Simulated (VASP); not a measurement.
A run of VASP 6.6.1 is set up as follows.

The input INCAR:

```
ALGO = Normal
EDIFF = 1E-6
EDIFFG = -0.008
ENCUT = 600
GGA = PS
IBRION = 2
ISIF = 3
ISMEAR = 0
LASPH = True
LCHARG = False
LREAL = False
LWAVE = False
NELM = 60
NSW = 70
PREC = Accurate
PSTRESS = 500.0
SIGMA = 0.02
```

KPOINTS

```
k-points
0
Gamma
  12 12 6
```

POSCAR

```
BN
1.0
    2.4032926102      0.0000000000      0.0000000000
   -1.2016463051      2.0813124531      0.0000000000
    0.0000000000      0.0000000000      5.0047515406
B N
2 2
Direct
    0.3333333333      0.6666666667      0.2500000000
    0.6666666667      0.3333333333      0.7500000000
    0.3333333333      0.6666666667      0.7500000000
    0.6666666667      0.3333333333      0.2500000000
```

Potentials or basis: VASP PAW PBE potentials, release 64 (B, N).

Command:

```bash
$ cat potpaw_PBE.64/B/POTCAR potpaw_PBE.64/N/POTCAR > POTCAR
$ mpirun -np 1 vasp_std > vasp.out
```

Task: Estimate the relaxed cell.

Result: a = 2.446 Å, b = 2.446 Å, c = 4.671 Å, α = 90.00°, β = 90.00°, γ = 120.00°.

Task: Predict the band gap on the k mesh.

Result: 3.53 eV, indirect (least direct gap 4.43 eV).

Task: Predict the relaxed volume.

Result: 6.05 Å³/atom.

Final structure:
```cif
data_structure
_symmetry_space_group_name_H-M 'P 1'
_symmetry_Int_Tables_number 1
_cell_length_a 2.4461
_cell_length_b 2.4461
_cell_length_c 4.6710
_cell_angle_alpha 90.000
_cell_angle_beta 90.000
_cell_angle_gamma 120.000
_cell_volume 24.20
loop_
_atom_site_label
_atom_site_type_symbol
_atom_site_fract_x
_atom_site_fract_y
_atom_site_fract_z
_atom_site_occupancy
B1 B 0.33333 0.66667 0.25000 1
B2 B 0.66667 0.33333 0.75000 1
N1 N 0.33333 0.66667 0.75000 1
N2 N 0.66667 0.33333 0.25000 1
```

Caveat: the cell is relaxed towards a set pressure, so the enthalpy falls and the energy may rise; the PAW data sets were made with another functional, which shifts forces and pressure a little. A k mesh can miss the band edges.
